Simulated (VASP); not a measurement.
# Ag (Fm-3m) in VASP: a series of runs

Runs on Ag. Level: PBE. Tasks: single point.

All numbers are computed with VASP 6.6.1; they aren't measurements. Logs are shortened: lines on timing, memory, paths and dates and some standing lists are left out, and cuts for length are marked.

### 1 The cell of the first run

It takes space group Fm-3m (No. 225, cubic). Conventional cell: a = 4.086 Å, b = 4.086 Å, c = 4.086 Å, α = 90.00°, β = 90.00°, γ = 90.00°. Ag (site symmetry m-3m) has 12 Ag at 2.89 Å within 3.8 Å.

### 2 Single point, PBE

INCAR reads:

```
SYSTEM = Ag
PREC = Accurate
ENCUT = 520
EDIFF = 1E-6
ISMEAR = -1
SIGMA = 0.03
LREAL = .FALSE.
LASPH = .TRUE.
NELM = 80
ALGO = Normal
ISIF = 2
LWAVE = .FALSE.
LCHARG = .FALSE.
GGA = PE
NBANDS = 12
```

KPOINTS reads:

```
Automatic mesh
0
G
  15 15 15
  0 0 0
```

POSCAR reads:

```
Ag
1.0
    0.0000000000      2.0431000000      2.0431000000
    2.0431000000      0.0000000000      2.0431000000
    2.0431000000      2.0431000000      0.0000000000
Ag
1
Direct
    0.0000000000      0.0000000000      0.0000000000
```

Potentials or basis: VASP PAW PBE potentials, release 64 (Ag).

Started as:

```bash
$ cat potpaw_PBE.64/Ag/POTCAR > POTCAR
$ mpirun -np 1 vasp_std > vasp.out
```

OUTCAR:

```text
SYSTEM = Ag
   PREC = Accurate
   ENCUT = 520
   EDIFF = 1E-6
   ISMEAR = -1
   LREAL = .FALSE.
   LASPH = .TRUE.
   NELM = 80
   ISIF = 2
   GGA = PE

 ion  position               nearest neighbor table
   1  0.000  0.000  0.000-

  LATTYP: Found a face centered cubic cell.
 ALAT       =     4.0862000000

  Lattice vectors:

 A1 = (   0.0000000000,   2.0431000000,   2.0431000000)
 A2 = (   2.0431000000,   0.0000000000,   2.0431000000)
 A3 = (   2.0431000000,   2.0431000000,   0.0000000000)

Analysis of symmetry for initial positions (statically):
=====================================================================
 Subroutine PRICEL returns:
 Original cell was already a primitive cell.

 Routine SETGRP: Setting up the symmetry group for a
 face centered cubic supercell.

 Subroutine GETGRP returns: Found 48 space group operations
 (whereof 48 operations were pure point group operations)
 out of a pool of 48 trial point group operations.

The static configuration has the point symmetry O_h .

Analysis of symmetry for dynamics (positions and initial velocities):
=====================================================================
 Subroutine PRICEL returns:
 Original cell was already a primitive cell.

 Routine SETGRP: Setting up the symmetry group for a
 face centered cubic supercell.

 Subroutine GETGRP returns: Found 48 space group operations
 (whereof 48 operations were pure point group operations)
 out of a pool of 48 trial point group operations.

The dynamic configuration has the point symmetry O_h .

 Subroutine INISYM returns: Found 48 space group operations
 (whereof 48 operations are pure point group operations),
 and found     1 'primitive' translations

----------------------------------------------------------------------------------------

                                     Primitive cell

  volume of cell :      17.0569

  direct lattice vectors                    reciprocal lattice vectors
     0.000000000  2.043100000  2.043100000    -0.244726151  0.244726151  0.244726151
     2.043100000  0.000000000  2.043100000     0.244726151 -0.244726151  0.244726151
     2.043100000  2.043100000  0.000000000     0.244726151  0.244726151 -0.244726151

  length of vectors
     2.889379729  2.889379729  2.889379729     0.423878128  0.423878128  0.423878128

  position of ions in fractional coordinates (direct lattice)
     0.000000000  0.000000000  0.000000000

  ion indices of the primitive-cell ions
   primitive index   ion index
[... 75 lines left out ...]
   EDIFFG = 0.1E-04   stopping-criterion for IOM
   NSW    =      0    number of steps for IOM
   IBRION =     -1    ionic relax: 0-MD 1-quasi-New 2-CG
   NFREE  =      0    steps in history (QN), initial steepest desc. (CG)
   ISIF   =      2    stress and relaxation
   ISYM   =      2    0-nonsym 1-usesym 2-fastsym
   POTIM  = 0.5000    time-step for ionic-motion
   TEBEG  =    0.0;   TEEND  =   0.0 temperature during run
   PSTRESS=    0.0 pullay stress
   NELECT =      11.0000    total number of electrons
   NUPDOWN=      -1.0000    fix difference up-down
   EMIN   =  10.00;   EMAX   =-10.00  energy-range for DOS
   EFERMI =   0.00;   METHOD = LEGACY
   ISMEAR =    -1;   SIGMA  =   0.03  broadening in eV -4-tet -1-fermi 0-gaus
   EFERMI_NEDOS =   21; number of points for ismear=-14 and -15
   IALGO  =     38    algorithm
   IMIX   =      4    mixing-type and parameters
     AMIX     =   0.40;   BMIX     =  1.00
     AMIX_MAG =   1.60;   BMIX_MAG =  1.00
  volume/ion in A,a.u.               =      17.06       115.11
  Fermi-wavevector in a.u.,A,eV,Ry     =   1.414402  2.672832 27.218893  2.000532
  Thomas-Fermi vector in A             =   2.535948
   LORBIT       =      0    0 simple, 1 ext, 2 COOP (PROOUT), +10 PAW based schemes
   GGA     = PE    functional components
   LHFCALC =     F    Hartree Fock is set to
   AEXX    =    0.0000 exact exchange contribution
   IVDW    =     0    specifies the selected vdW correction
   LEPSILON=     F    determine dielectric tensor
   LRPA    =     F    only Hartree local field effects (RPA)
 non-spin polarized calculation
  energy-cutoff  :      520.00
  volume of cell :       17.06
 maximum number of plane-waves:       477
 NGX is ok and might be reduce to    24
   NGX = 11   NGY = 11   NGZ = 11

 number of electron      10.9999999 magnetization

 Free energy of the ion-electron system (eV)
  ---------------------------------------------------
  ext. energy  EPLUGINS =         0.00000000
  ---------------------------------------------------
  free energy    TOTEN  =        -2.70380657 eV

  energy without entropy =       -2.70230695  energy(sigma->0) =       -2.70305676

 E-fermi :   8.5803     XC(G=0): -12.2084

 val. band max:        8.5665436773   @ k =  -0.3333   0.2000   0.0000
 cond. band min:       8.6044857795   @ k =  -0.4000   0.1333   0.0000
 fundamental gap:      0.0379421022
 Fermi energy:         8.5803167431

 k-point     1 :       0.0000    0.0000    0.0000
  band No.  band energies     occupation
      1       0.6596      2.00000
      2       3.6151      2.00000
      3       3.6151      2.00000
      4       3.6151      2.00000
      5       4.6478      2.00000
      6       4.6478      2.00000
      7      24.4486      0.00000
      8      28.0248      0.00000
      9      28.0248      0.00000
     10      28.0248      0.00000
     11      32.8315      0.00000
     12      33.9674      0.00000
[... 331 lines left out ...]
 k-point    24 :       0.2000    0.1333    0.0000
  band No.  band energies     occupation
      1       1.7936      2.00000
      2       3.2221      2.00000
      3       3.9730      2.00000
      4       4.0072      2.00000
      5       4.4047      2.00000
      6       4.8375      2.00000
      7      23.5257      0.00000
      8      25.1022      0.00000
      9      25.5095      0.00000
     10      26.9983      0.00000
     11      30.5971      0.00000
     12      33.7025      0.00000

 [... further k-points ...]
[... 5 lines left out ...]
  --------------------------------------------------------------------------------------
  -------------------------------------------------------------------------------------
  Total        0.4668684      0.4668684      0.4668684      0.0000000      0.0000000      0.0000000
  in kB       43.8536908     43.8536908     43.8536908      0.0000000      0.0000000      0.0000000
  external PRESSURE =      43.8536908 kB  Pullay stress =       0.0000000 kB

 VOLUME and BASIS-vectors are now :
 -----------------------------------------------------------------------------
  energy-cutoff  :      520.00
  volume of cell :       17.06
      direct lattice vectors                 reciprocal lattice vectors
     0.000000000  2.043100000  2.043100000    -0.244726151  0.244726151  0.244726151
     2.043100000  0.000000000  2.043100000     0.244726151 -0.244726151  0.244726151
     2.043100000  2.043100000  0.000000000     0.244726151  0.244726151 -0.244726151

 POSITION                                       TOTAL-FORCE (eV/Angst)
 -----------------------------------------------------------------------------------
      0.00000      0.00000      0.00000         0.000000      0.000000      0.000000
 -----------------------------------------------------------------------------------
    total drift:                               -0.000000      0.000000      0.000000

  FREE ENERGIE OF THE ION-ELECTRON SYSTEM (eV)
  ---------------------------------------------------
  free  energy   TOTEN  =        -2.7038065651 eV

  energy  without entropy=       -2.7023069520  energy(sigma->0) =       -2.70305676
```

OSZICAR:

```text
N       E                     dE             d eps       ncg     rms          rms(c)
DAV:   1     0.528493601397E+02    0.52849E+02   -0.55136E+03  2896   0.832E+02
DAV:   2    -0.212100747500E+01   -0.54970E+02   -0.51895E+02  3320   0.194E+02
DAV:   3    -0.295986355361E+01   -0.83886E+00   -0.83836E+00  3424   0.254E+01
DAV:   4    -0.296244315800E+01   -0.25796E-02   -0.25795E-02  3324   0.150E+00
DAV:   5    -0.296246309108E+01   -0.19933E-04   -0.19932E-04  3416   0.116E-01    0.522E+00
DAV:   6    -0.271501876629E+01    0.24744E+00   -0.96775E-01  3144   0.882E+00    0.338E+00
DAV:   7    -0.270676300111E+01    0.82558E-02   -0.99231E-03  3400   0.942E-01    0.190E+00
DAV:   8    -0.270379474448E+01    0.29683E-02   -0.70374E-04  3244   0.195E-01    0.909E-02
DAV:   9    -0.270380167621E+01   -0.69317E-05   -0.93595E-06  3396   0.235E-02    0.262E-02
DAV:  10    -0.270380700159E+01   -0.53254E-05   -0.41665E-06  3304   0.191E-02    0.545E-03
DAV:  11    -0.270380656515E+01    0.43645E-06   -0.94569E-08  1756   0.262E-03
   1 F= -.27038066E+01 E0= -.27030568E+01  d E =-.149961E-02
```

It used 24 s of CPU time on 1 thread of AMD EPYC 7R13 Processor (Zen 3) (shared host).

What came out:

| Item | Value |
| --- | --- |
| Free energy | -2.7038 eV |
| Pressure | 4.4 GPa |

### 3 Single point, PBE

INCAR reads:

```
PREC = Accurate
ENCUT = 520
EDIFF = 1E-6
ISMEAR = -1
SIGMA = 0.03
LREAL = False
LASPH = True
NELM = 60
ALGO = Normal
ISIF = 2
LWAVE = False
LCHARG = False
GGA = PE
NBANDS = 12
```

KPOINTS reads:

```
regular mesh
0
Gamma
  15 15 15
```

POSCAR is that of step 2.

Potentials or basis: VASP PAW PBE potentials, release 64 (Ag).

Started as:

```bash
$ cat potpaw_PBE.64/Ag/POTCAR > POTCAR
$ mpirun -np 1 vasp_std > vasp.out
```

Run time: 24 s. Hardware: 1 thread of AMD EPYC 7R13 (Zen 3), shared host; peak memory 0.12 GiB.

The run converged. Its results:

```yaml
Free_energy: -2.7038 eV
Pressure: 4.4 GPa
```

Levels at points of the mesh, in eV from the Fermi level:
```
           k point  band 4  band 5  band 6  band 7  band 8  band 9
(0.00, 0.00, 0.00)   -4.97   -3.93   -3.93   15.87   19.44   19.44
```

### 4 Single point, PBE, non-collinear spin, zero start, spin-orbit coupling

INCAR reads:

```
ALGO = Normal
EDIFF = 1E-6
ENCUT = 520
GGA = PE
GGA_COMPAT = False
ISIF = 2
ISMEAR = -1
LASPH = True
LCHARG = False
LMAXMIX = 4
LNONCOLLINEAR = True
LORBIT = 11
LORBMOM = True
LREAL = False
LSORBIT = True
LWAVE = False
MAGMOM = 0 0 0
NBANDS = 22
NELM = 150
PREC = Accurate
SIGMA = 0.03
```

KPOINTS reads:

```
k-points
0
Gamma
  15 15 15
```

POSCAR is that of step 3.

Started as:

```bash
$ cat potpaw_PBE.64/Ag/POTCAR > POTCAR
$ mpirun -np 1 vasp_ncl > vasp.out
```

It took 2.4 min on 1 thread of AMD EPYC 7R13 (Zen 3), shared host; peak memory 0.2 GiB.

Results (log left out):

```
Free energy                                           : -2.7310 eV
Pressure                                              : 4.3 GPa
Net moment                                            : 0.00 μB per cell
Valence electrons inside the program's atomic spheres : Ag 9.88
```

Moments on the atoms (μB; x, y, z):
```
Ag  0.00 0.00 0.00
```

### 5 Single point, PBE (volume scaled by 0.9405)

INCAR reads:

```
PREC = Accurate
ENCUT = 520
EDIFF = 1E-7
ISMEAR = -1
SIGMA = 0.03
LREAL = F
LASPH = T
NELM = 100
ALGO = Normal
ISIF = 2
LWAVE = F
LCHARG = F
GGA = PE
NBANDS = 12
```

KPOINTS reads:

```
Automatic mesh
0
Gamma
  15 15 15
```

POSCAR reads:

```
Ag
1.0
    0.0000000000      2.0017471726      2.0017471726
    2.0017471726      0.0000000000      2.0017471726
    2.0017471726      2.0017471726      0.0000000000
Ag
1
Direct
    0.0000000000      0.0000000000      0.0000000000
```

Potentials or basis: VASP PAW PBE potentials, release 64 (Ag).

Started as:

```bash
$ cat potpaw_PBE.64/Ag/POTCAR > POTCAR
$ mpirun -np 1 vasp_std > vasp.out
```

OUTCAR:

```text
PREC = Accurate
   ENCUT = 520
   EDIFF = 1E-7
   ISMEAR = -1
   LREAL = F
   LASPH = T
   NELM = 100
   ISIF = 2
   GGA = PE

 ion  position               nearest neighbor table
   1  0.000  0.000  0.000-

  LATTYP: Found a face centered cubic cell.
 ALAT       =     4.0034943452

  Lattice vectors:

 A1 = (   0.0000000000,   2.0017471726,   2.0017471726)
 A2 = (   2.0017471726,   0.0000000000,   2.0017471726)
 A3 = (   2.0017471726,   2.0017471726,   0.0000000000)

Analysis of symmetry for initial positions (statically):
=====================================================================
 Subroutine PRICEL returns:
 Original cell was already a primitive cell.

 Routine SETGRP: Setting up the symmetry group for a
 face centered cubic supercell.

 Subroutine GETGRP returns: Found 48 space group operations
 (whereof 48 operations were pure point group operations)
 out of a pool of 48 trial point group operations.

The static configuration has the point symmetry O_h .

Analysis of symmetry for dynamics (positions and initial velocities):
[... 161 lines left out ...]
 fundamental gap:      0.0175686933
 Fermi energy:         9.5034295453

 k-point     1 :       0.0000    0.0000    0.0000
  band No.  band energies     occupation
      1       1.0793      2.00000
      2       4.2632      2.00000
      3       4.2632      2.00000
      4       4.2632      2.00000
      5       5.4143      2.00000
      6       5.4143      2.00000
      7      25.4507      0.00000
      8      29.3918      0.00000
      9      29.3918      0.00000
     10      29.3918      0.00000
     11      34.3586      0.00000
     12      35.9282      0.00000
[... 331 lines left out ...]
 k-point    24 :       0.2000    0.1333    0.0000
  band No.  band energies     occupation
      1       2.2690      2.00000
      2       3.8220      2.00000
      3       4.6577      2.00000
      4       4.6964      2.00000
      5       5.1323      2.00000
      6       5.6245      2.00000
      7      24.9046      0.00000
      8      26.3219      0.00000
      9      27.0485      0.00000
     10      28.3890      0.00000
     11      32.6371      0.00000
     12      35.3194      0.00000

 [... further k-points ...]
[... 5 lines left out ...]
  --------------------------------------------------------------------------------------
  -------------------------------------------------------------------------------------
  Total        1.2783390      1.2783390      1.2783390      0.0000000      0.0000000     -0.0000000
  in kB      127.6729663    127.6729663    127.6729663      0.0000000      0.0000000     -0.0000000
  external PRESSURE =     127.6729663 kB  Pullay stress =       0.0000000 kB

 VOLUME and BASIS-vectors are now :
 -----------------------------------------------------------------------------
  energy-cutoff  :      520.00
  volume of cell :       16.04
      direct lattice vectors                 reciprocal lattice vectors
     0.000000000  2.001747173  2.001747173    -0.249781794  0.249781794  0.249781794
     2.001747173  0.000000000  2.001747173     0.249781794 -0.249781794  0.249781794
     2.001747173  2.001747173  0.000000000     0.249781794  0.249781794 -0.249781794

 POSITION                                       TOTAL-FORCE (eV/Angst)
 -----------------------------------------------------------------------------------
      0.00000      0.00000      0.00000        -0.000000     -0.000000     -0.000000
 -----------------------------------------------------------------------------------
    total drift:                               -0.000000      0.000000     -0.000000

  FREE ENERGIE OF THE ION-ELECTRON SYSTEM (eV)
  ---------------------------------------------------
  free  energy   TOTEN  =        -2.6505691998 eV

  energy  without entropy=       -2.6491280555  energy(sigma->0) =       -2.64984863
```

OSZICAR:

```text
N       E                     dE             d eps       ncg     rms          rms(c)
DAV:   1     0.518502140237E+02    0.51850E+02   -0.55762E+03  2904   0.836E+02
DAV:   2    -0.213747140571E+01   -0.53988E+02   -0.51418E+02  3384   0.197E+02
DAV:   3    -0.292493533020E+01   -0.78746E+00   -0.78704E+00  3376   0.249E+01
DAV:   4    -0.292729346749E+01   -0.23581E-02   -0.23581E-02  3320   0.142E+00
DAV:   5    -0.292731097066E+01   -0.17503E-04   -0.17503E-04  3424   0.110E-01    0.619E+00
DAV:   6    -0.266563971571E+01    0.26167E+00   -0.95393E-01  3160   0.889E+00    0.388E+00
DAV:   7    -0.265415179741E+01    0.11488E-01   -0.15248E-02  3360   0.115E+00    0.211E+00
DAV:   8    -0.265055992035E+01    0.35919E-02   -0.72166E-04  3236   0.195E-01    0.114E-01
DAV:   9    -0.265056456321E+01   -0.46429E-05   -0.76218E-06  3364   0.217E-02    0.264E-02
DAV:  10    -0.265056985676E+01   -0.52936E-05   -0.36627E-06  3324   0.174E-02    0.771E-03
DAV:  11    -0.265056925615E+01    0.60062E-06   -0.94874E-08  3192   0.254E-03    0.633E-04
DAV:  12    -0.265056919981E+01    0.56337E-07   -0.41543E-09  1768   0.571E-04
   1 F= -.26505692E+01 E0= -.26498486E+01  d E =-.144114E-02
```

stdout:

```text
POSCAR found type information on POSCAR Ag
 POSCAR found :  1 types and       1 ions
 scaLAPACK will be used
 LDA part: xc-table for (Slater+PW92), standard interpolation
 POSCAR, INCAR and KPOINTS ok, starting setup
 FFT: planning ... GRIDC
 FFT: planning ... GRID_SOFT
 FFT: planning ... GRID
 WAVECAR not read
 entering main loop
```

Run time: 14 s. Hardware: 1 thread of Intel Xeon 6975P-C, shared host; peak memory 0.15 GiB.

Results:

```yaml
Free_energy: -2.6506 eV
Pressure: 12.8 GPa
```

Levels at points of the mesh, in eV from the Fermi level:
| k point | band 4 | band 5 | band 6 | band 7 | band 8 | band 9 |
| --- | --- | --- | --- | --- | --- | --- |
| (0.00, 0.00, 0.00) | -5.24 | -4.09 | -4.09 | 15.95 | 19.89 | 19.89 |

(Part 1 of 2 ends here.)
